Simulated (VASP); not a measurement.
**Cl2O3: single point with PBE**

Cl2O3:

```
Cl O
1.0
     5.09868    0.00000    0.00000
     0.00000    5.09868    0.00000
     0.00000    0.00000    5.09868
Cl O
4 6
Direct
  0.25000 0.25000 0.25000
  0.75000 0.75000 0.25000
  0.75000 0.25000 0.75000
  0.25000 0.75000 0.75000
  0.50000 0.00000 0.00000
  0.00000 0.50000 0.00000
  0.00000 0.00000 0.50000
  0.50000 0.50000 0.00000
  0.50000 0.00000 0.50000
  0.00000 0.50000 0.50000
```

```yaml
Program: VASP 6.6.1
Task: single point
Functional: PBE
Potentials_or_basis: VASP PAW PBE potentials, release 64 (Cl, O)
Cutoff: 520 eV
k_mesh: 11 × 11 × 11
Occupations: fermi-dirac, width 0.0612256 eV
Spin: no spin polarisation
Dipole_correction: no
Further_INCAR_settings: ALGO = Normal; EDIFF = 1e-06; NBANDS = 43
```

* Pressure: 1.6 GPa
* Band gap on the k mesh: zero (bands 32 and 33 overlap by 1.00 eV)

Levels at points of the mesh, in eV from the Fermi level:
```
           k point  band 28  band 29  band 30  band 31  band 32  band 33  band 34  band 35  band 36  band 37
(0.00, 0.00, 0.00)    -2.15    -1.12    -1.12    -1.12    -0.06    -0.06    -0.06     1.10     1.10     1.10
```

Wall time 3.3 min on 1 thread of Intel(R) Xeon(R) Platinum 8488C (Sapphire Rapids), on a shared host, peak memory 0.36 GiB.
